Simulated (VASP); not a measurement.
# RbBa3 (Fm-3m) in VASP: single point with LDA

Aim: the single point of RbBa3 with LDA.

Everything below comes from runs of VASP 6.6.1. Logs are shortened: lines on timing, memory, paths and dates and some standing lists are left out, and cuts for length are marked.

**1. The cell of the first run**

It takes space group Fm-3m (No. 225, cubic). Conventional cell: a = 10.362 Å, b = 10.362 Å, c = 10.362 Å, α = 90.00°, β = 90.00°, γ = 90.00°. Rb (site symmetry m-3m) has 14 Ba at 4.49 to 5.18 Å within 5.9 Å. Ba (site symmetry -43m) has 4 Rb at 4.49 Å and 10 Ba at 4.49 to 5.18 Å within 5.9 Å. Ba (site symmetry m-3m) has 8 Ba at 4.49 Å and 6 Rb at 5.18 Å within 5.9 Å.

**2. Single point, LDA**

The input, INCAR:

```
SYSTEM = RbBa3
PREC = Accurate
ENCUT = 520
EDIFF = 1E-7
ISMEAR = 1
SIGMA = 0.05
LREAL = .False.
LASPH = .True.
NELM = 60
ALGO = Normal
ISIF = 2
LWAVE = .False.
LCHARG = .True.
GGA = CA
LELF = .True.
LVHAR = .True.
NBANDS = 28
```

The input, KPOINTS:

```
Automatic mesh
0
Gamma
  4 4 4
  0 0 0
```

The input, POSCAR:

```
RbBa3
1.0
    0.0000000000      5.1811550000      5.1811550000
    5.1811550000      0.0000000000      5.1811550000
    5.1811550000      5.1811550000      0.0000000000
Rb Ba
1 3
Direct
    0.0000000000      0.0000000000      0.0000000000
    0.2500000000      0.2500000000      0.2500000000
    0.7500000000      0.7500000000      0.7500000000
    0.5000000000      0.5000000000      0.5000000000
```

Potentials or basis: VASP PAW LDA potentials, release 64 (Rb_sv, Ba_sv).

The run is started by

```console
> cat potpaw_LDA.64/Rb_sv/POTCAR potpaw_LDA.64/Ba_sv/POTCAR > POTCAR
> mpirun -np 1 vasp_std > vasp.out
```

OUTCAR:

```text
SYSTEM = RbBa3
   PREC = Accurate
   ENCUT = 520
   EDIFF = 1E-7
   ISMEAR = 1
   LREAL = .False.
   LASPH = .True.
   NELM = 60
   ISIF = 2
   GGA = CA

 ion  position               nearest neighbor table
   1  0.000  0.000  0.000-   3 4.49   3 4.49   3 4.49   2 4.49   3 4.49   2 4.49   2 4.49   2 4.49
                             4 5.18   4 5.18   4 5.18   4 5.18   4 5.18   4 5.18
   2  0.250  0.250  0.250-   1 4.49   1 4.49   1 4.49   1 4.49   4 4.49   4 4.49   4 4.49   4 4.49

   3  0.750  0.750  0.750-   4 4.49   4 4.49   4 4.49   1 4.49   4 4.49   1 4.49   1 4.49   1 4.49

   4  0.500  0.500  0.500-   2 4.49   2 4.49   2 4.49   2 4.49   3 4.49   3 4.49   3 4.49   3 4.49
                             1 5.18   1 5.18   1 5.18   1 5.18   1 5.18   1 5.18

  LATTYP: Found a face centered cubic cell.
 ALAT       =    10.3623100000

  Lattice vectors:

 A1 = (   0.0000000000,   5.1811550000,   5.1811550000)
 A2 = (   5.1811550000,   0.0000000000,   5.1811550000)
 A3 = (   5.1811550000,   5.1811550000,   0.0000000000)

Analysis of symmetry for initial positions (statically):
=====================================================================
 Subroutine PRICEL returns:
 Original cell was already a primitive cell.

 Routine SETGRP: Setting up the symmetry group for a
 face centered cubic supercell.

 Subroutine GETGRP returns: Found 48 space group operations
 (whereof 48 operations were pure point group operations)
 out of a pool of 48 trial point group operations.

The static configuration has the point symmetry O_h .

Analysis of symmetry for dynamics (positions and initial velocities):
=====================================================================
 Subroutine PRICEL returns:
 Original cell was already a primitive cell.

 Routine SETGRP: Setting up the symmetry group for a
 face centered cubic supercell.

 Subroutine GETGRP returns: Found 48 space group operations
 (whereof 48 operations were pure point group operations)
 out of a pool of 48 trial point group operations.

The dynamic configuration has the point symmetry O_h .

 Subroutine INISYM returns: Found 48 space group operations
 (whereof 48 operations are pure point group operations),
 and found     1 'primitive' translations

----------------------------------------------------------------------------------------

                                     Primitive cell

  volume of cell :     278.1697

  direct lattice vectors                    reciprocal lattice vectors
     0.000000000  5.181155000  5.181155000    -0.096503579  0.096503579  0.096503579
     5.181155000  0.000000000  5.181155000     0.096503579 -0.096503579  0.096503579
     5.181155000  5.181155000  0.000000000     0.096503579  0.096503579 -0.096503579

  length of vectors
     7.327259670  7.327259670  7.327259670     0.167149102  0.167149102  0.167149102

  position of ions in fractional coordinates (direct lattice)
     0.000000000  0.000000000  0.000000000
     0.250000000  0.250000000  0.250000000
     0.750000000  0.750000000  0.750000000
     0.500000000  0.500000000  0.500000000

  ion indices of the primitive-cell ions
   primitive index   ion index
                 1           1
                 2           2
                 3           3
                 4           4

----------------------------------------------------------------------------------------

 KPOINTS: Automatic mesh

Automatic generation of k-mesh.
 Grid dimensions read from file:
 generate k-points for:    4    4    4

 Generating k-lattice:

  Cartesian coordinates                     Fractional coordinates (reciprocal lattice)
    -0.024125895  0.024125895  0.024125895     0.250000000  0.000000000  0.000000000
     0.024125895 -0.024125895  0.024125895     0.000000000  0.250000000  0.000000000
     0.024125895  0.024125895 -0.024125895     0.000000000  0.000000000  0.250000000

  Length of vectors
     0.041787275  0.041787275  0.041787275

  Shift w.r.t. Gamma in fractional coordinates (k-lattice)
     0.000000000  0.000000000  0.000000000

 Subroutine IBZKPT returns following result:
 ===========================================

 Found      8 irreducible k-points:

 Following reciprocal coordinates:
            Coordinates               Weight
  0.000000  0.000000  0.000000      1.000000
  0.250000  0.000000  0.000000      8.000000
  0.500000  0.000000  0.000000      4.000000
  0.250000  0.250000  0.000000      6.000000
  0.500000  0.250000  0.000000     24.000000
 -0.250000  0.250000  0.000000     12.000000
  0.500000  0.500000  0.000000      3.000000
 -0.250000  0.500000  0.250000      6.000000
   k-points           NKPTS =      8   k-points in BZ     NKDIM =      8   number of bands    NBANDS=     28
   number of dos      NEDOS =    301   number of ions     NIONS =      4
   total plane-waves  NPLWV = 157464
   dimension x,y,z NGX =    54 NGY =   54 NGZ =   54
   dimension x,y,z NGXF=   108 NGYF=  108 NGZF=  108
   ions per type =               1   3
   NGX,Y,Z   is equivalent  to a cutoff of  12.25, 12.25, 12.25 a.u.
   NGXF,Y,Z  is equivalent  to a cutoff of  24.50, 24.50, 24.50 a.u.
 SYSTEM =  RbBa3
   PREC   = accura    normal or accurate (medium, high low for compatibility)
   ISTART =      0    job   : 0-new  1-cont  2-samecut
   ICHARG =      2    charge: 1-file 2-atom 10-const
   ISPIN  =      1    spin polarized calculation?
   LNONCOLLINEAR =      F non collinear calculations
   LSORBIT =      F    spin-orbit coupling
   LASPH  =      T    aspherical Exc in radial PAW
   ENCUT  =  520.0 eV  38.22 Ry    6.18 a.u.  13.62 13.62 13.62*2*pi/ulx,y,z
   NELM   =     60;   NELMIN=  2; NELMDL= -5     # of ELM steps
   EDIFF  = 0.1E-06   stopping-criterion for ELM
   LREAL  =      F    real-space projection
   EDIFFG = 0.1E-05   stopping-criterion for IOM
   NSW    =      0    number of steps for IOM
   IBRION =     -1    ionic relax: 0-MD 1-quasi-New 2-CG
   NFREE  =      0    steps in history (QN), initial steepest desc. (CG)
   ISIF   =      2    stress and relaxation
   ISYM   =      2    0-nonsym 1-usesym 2-fastsym
   POTIM  = 0.5000    time-step for ionic-motion
   TEBEG  =    0.0;   TEEND  =   0.0 temperature during run
   PSTRESS=    0.0 pullay stress
   NELECT =      39.0000    total number of electrons
   NUPDOWN=      -1.0000    fix difference up-down
   EMIN   =  10.00;   EMAX   =-10.00  energy-range for DOS
   EFERMI =   0.00;   METHOD = LEGACY
   ISMEAR =     1;   SIGMA  =   0.05  broadening in eV -4-tet -1-fermi 0-gaus
   EFERMI_NEDOS =   21; number of points for ismear=-14 and -15
   IALGO  =     38    algorithm
   IMIX   =      4    mixing-type and parameters
     AMIX     =   0.40;   BMIX     =  1.00
     AMIX_MAG =   1.60;   BMIX_MAG =  1.00
  volume/ion in A,a.u.               =      69.54       469.30
  Fermi-wavevector in a.u.,A,eV,Ry     =   0.850472  1.607158  9.841119  0.723302
  Thomas-Fermi vector in A             =   1.966454
   LORBIT       =      0    0 simple, 1 ext, 2 COOP (PROOUT), +10 PAW based schemes
   GGA     = CA    functional components
   LHFCALC =     F    Hartree Fock is set to
   AEXX    =    0.0000 exact exchange contribution
   IVDW    =     0    specifies the selected vdW correction
   LEPSILON=     F    determine dielectric tensor
   LRPA    =     F    only Hartree local field effects (RPA)
 non-spin polarized calculation
 Methfessel and Paxton  Order N= 1 SIGMA  =   0.05
  energy-cutoff  :      520.00
  volume of cell :      278.17
 maximum number of plane-waves:      7583
   NGX = 27   NGY = 27   NGZ = 27

 number of electron      38.9999999 magnetization

 Free energy of the ion-electron system (eV)
  ---------------------------------------------------
  ext. energy  EPLUGINS =         0.00000000
  ---------------------------------------------------
  free energy    TOTEN  =        -7.07113258 eV

  energy without entropy =       -7.06548729  energy(sigma->0) =       -7.06925082

 E-fermi :   0.8703     XC(G=0):  -7.0970

 val. band max:        0.8608499248   @ k =   0.2500   0.2500   0.0000
 cond. band min:       0.8808447811   @ k =  -0.2500   0.2500   0.0000
 fundamental gap:      0.0199948563
 Fermi energy:         0.8702736659

 k-point     1 :       0.0000    0.0000    0.0000
  band No.  band energies     occupation
      1     -28.3183      2.00000
      2     -28.3108      2.00000
      3     -28.1846      2.00000
      4     -26.9546      2.00000
      5     -13.5107      2.00000
      6     -13.5107      2.00000
[... 20 lines left out ...]
     27       3.0465      0.00000
     28       3.0465      0.00000

 k-point     2 :       0.2500    0.0000    0.0000
  band No.  band energies     occupation
      1     -28.3166      2.00000
      2     -28.3115      2.00000
      3     -28.1855      2.00000
      4     -26.9546      2.00000
      5     -13.5355      2.00000
      6     -13.5313      2.00000
[... 20 lines left out ...]
     27       2.6912      0.00000
     28       2.8255      0.00000

 k-point     3 :       0.5000    0.0000    0.0000
  band No.  band energies     occupation
      1     -28.3139      2.00000
      2     -28.3133      2.00000
      3     -28.1864      2.00000
      4     -26.9547      2.00000
      5     -13.5419      2.00000
      6     -13.5419      2.00000
[... 20 lines left out ...]
     27       2.2157      0.00000
     28       2.2157      0.00000

 k-point     4 :       0.2500    0.2500    0.0000
  band No.  band energies     occupation
      1     -28.3162      2.00000
      2     -28.3116      2.00000
      3     -28.1858      2.00000
      4     -26.9546      2.00000
      5     -13.5554      2.00000
      6     -13.5554      2.00000
[... 20 lines left out ...]
     27       2.7719      0.00000
     28       3.0725      0.00000

 k-point     5 :       0.5000    0.2500    0.0000
  band No.  band energies     occupation
      1     -28.3142      2.00000
      2     -28.3127      2.00000
      3     -28.1867      2.00000
      4     -26.9547      2.00000
      5     -13.5641      2.00000
      6     -13.5587      2.00000
[... 20 lines left out ...]
     27       2.3204      0.00000
     28       2.6012      0.00000

 k-point     6 :      -0.2500    0.2500    0.0000
  band No.  band energies     occupation
      1     -28.3148      2.00000
      2     -28.3124      2.00000
      3     -28.1864      2.00000
      4     -26.9547      2.00000
      5     -13.5513      2.00000
      6     -13.5453      2.00000
[... 20 lines left out ...]
     27       2.3524      0.00000
     28       2.7556      0.00000

 k-point     7 :       0.5000    0.5000    0.0000
  band No.  band energies     occupation
      1     -28.3142      2.00000
      2     -28.3124      2.00000
      3     -28.1870      2.00000
      4     -26.9547      2.00000
      5     -13.5799      2.00000
      6     -13.5799      2.00000
[... 20 lines left out ...]
     27       2.5228      0.00000
     28       2.5228      0.00000

 k-point     8 :      -0.2500    0.5000    0.2500
  band No.  band energies     occupation
      1     -28.3133      2.00000
      2     -28.3133      2.00000
      3     -28.1870      2.00000
      4     -26.9547      2.00000
      5     -13.5792      2.00000
      6     -13.5294      2.00000
[... 20 lines left out ...]
     27       2.1214      0.00000
     28       2.6744      0.00000

------------------------ aborting loop because EDIFF is reached ----------------------------------------

  FORCE on cell =-STRESS in cart. coord.  units (eV):
  Direction    XX          YY          ZZ          XY          YZ          ZX
  --------------------------------------------------------------------------------------
  -------------------------------------------------------------------------------------
  Total       -1.4865029     -1.4865029     -1.4865029      0.0000000      0.0000000      0.0000000
  in kB       -8.5618297     -8.5618297     -8.5618297      0.0000000      0.0000000      0.0000000
  external PRESSURE =      -8.5618297 kB  Pullay stress =       0.0000000 kB

 VOLUME and BASIS-vectors are now :
 -----------------------------------------------------------------------------
  energy-cutoff  :      520.00
  volume of cell :      278.17
      direct lattice vectors                 reciprocal lattice vectors
     0.000000000  5.181155000  5.181155000    -0.096503579  0.096503579  0.096503579
     5.181155000  0.000000000  5.181155000     0.096503579 -0.096503579  0.096503579
     5.181155000  5.181155000  0.000000000     0.096503579  0.096503579 -0.096503579

 POSITION                                       TOTAL-FORCE (eV/Angst)
 -----------------------------------------------------------------------------------
      0.00000      0.00000      0.00000         0.000000      0.000000     -0.000000
      2.59058      2.59058      2.59058        -0.000000     -0.000000     -0.000000
      7.77173      7.77173      7.77173         0.000000      0.000000      0.000000
      5.18116      5.18116      5.18116         0.000000      0.000000     -0.000000
 -----------------------------------------------------------------------------------
    total drift:                                0.000000      0.000000     -0.000000

  FREE ENERGIE OF THE ION-ELECTRON SYSTEM (eV)
  ---------------------------------------------------
  free  energy   TOTEN  =        -7.0711325818 eV

  energy  without entropy=       -7.0654872925  energy(sigma->0) =       -7.06925082
```

Run time: 88 s. Hardware: 1 thread of AMD EPYC 7R43 (Zen 3), shared host; peak memory 0.28 GiB.

Results:

```yaml
Free_energy: -7.0711 eV
Pressure: -0.9 GPa
Band_gap_on_the_k_mesh: zero (an odd number of electrons rules out a gap without spin polarisation)
```

Caveat: spin-orbit coupling is left out, which moves the levels of the heavy elements.
